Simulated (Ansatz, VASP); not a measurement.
# One calculation of Cd, two programs

```
Cd
1.0
     3.11397    0.00000    0.00000
    -1.55699    2.69678    0.00000
     0.00000    0.00000    9.93774
Cd
4
Direct
  0.00000 0.00000 0.00000
  0.33333 0.66667 0.25000
  0.00000 0.00000 0.50000
  0.66667 0.33333 0.75000
```

Alike in both runs: functional PBEsol; k mesh 18 × 18 × 4; occupations gaussian, width 0.1 eV; no spin polarisation.

Ansatz relaxed the structure, and its values are those at the end. VASP's run is a single point on that final structure, the one shown.

|  | VASP | Ansatz |
| --- | --- | --- |
| version | VASP 6.6.1 | Ansatz 0.2.0 |
| potentials or method | VASP PAW PBE potentials, release 64 (Cd), cutoff 520 eV | scalar-relativistic, plane waves, PAW |
| valence electrons in the cell | 48 | 80 |

```csv
,VASP,Ansatz,Ansatz less VASP
gap on the k mesh at the Fermi level (eV),none,none,-
pressure (GPa),0.4,0.0,-0.37
```

VASP's potentials were made for PBE, not for PBEsol. A gap of «none» marks a metal or a gap that the smearing closes. VASP's potentials hold 48 valence electrons a cell and Ansatz's 80, so a difference there can come from the potentials and not from the codes.
